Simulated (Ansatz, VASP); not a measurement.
## One calculation of Re, two programs

INCAR

```
SYSTEM = Re
  PREC = Accurate
  ENCUT = 520
  EDIFF = 1E-6
  ISMEAR = -1
  SIGMA = 0.05
  LREAL = .False.
  LASPH = .True.
  NELM = 100
  ALGO = Normal
  ISIF = 2
  LWAVE = .False.
  LCHARG = .False.
  GGA = PE
  NBANDS = 14
```

File KPOINTS:

```
Automatic mesh
0
Gamma
  14 14 8
  0 0 0
```

File POSCAR:

```
Re
1.0
    2.5854314113      0.0000000000      0.0000000000
   -1.2927157057      2.2390492819      0.0000000000
    0.0000000000      0.0000000000      4.1340662724
Re
2
Direct
    0.3333333333      0.6666666667      0.2500000000
    0.6666666667      0.3333333333      0.7500000000
```

Input for Ansatz:

```yaml
crystal:
  lattice:
    - [2.5854314113, 0.0, 0.0]
    - [-1.2927157057, 2.2390492819, 0.0]
    - [0.0, 0.0, 4.1340662724]
  atoms:
    - { symbol: Re, position: [0.3333333333, 0.6666666667, 0.25] }
    - { symbol: Re, position: [0.6666666667, 0.3333333333, 0.75] }
kpoints:
  mp_grid: { grid: [14, 14, 8] }
scf:
  occupations: { method: fermi_dirac, width: 0.05 }
hamiltonian:
  xc: pbe
  pseudopotentials: { kind: all_electron, lapw: { basis_error: 0.00025 } }
output:
  forces: true
  stress: true
  eigenvalues: true
```

Change from the starting cell: volume scaled by 0.98.

Alike in both runs: task single point; functional PBE; k mesh 14 × 14 × 8; occupations fermi-dirac, width 0.05 eV; no spin polarisation.

|  | VASP | Ansatz |
| --- | --- | --- |
| version | VASP 6.6.1 | Ansatz 0.2.0 |
| potentials or method | VASP PAW PBE potentials, release 64 (Re), cutoff 520 eV | all-electron LAPW, scalar-relativistic |

```csv
,VASP,Ansatz,Ansatz less VASP
pressure (GPa),134.3,130.9,-3.35
"traceless stress, the component that is largest in VASP (GPa)",5.74,5.80,+0.066
```

Both programs put the cell under a high pressure, so it lies far from rest at this level. Ansatz ran all-electron here, and VASP with PAW potentials.

Neither program's run includes spin-orbit coupling. Noted on VASP's run: the cell as given lies far from equilibrium.
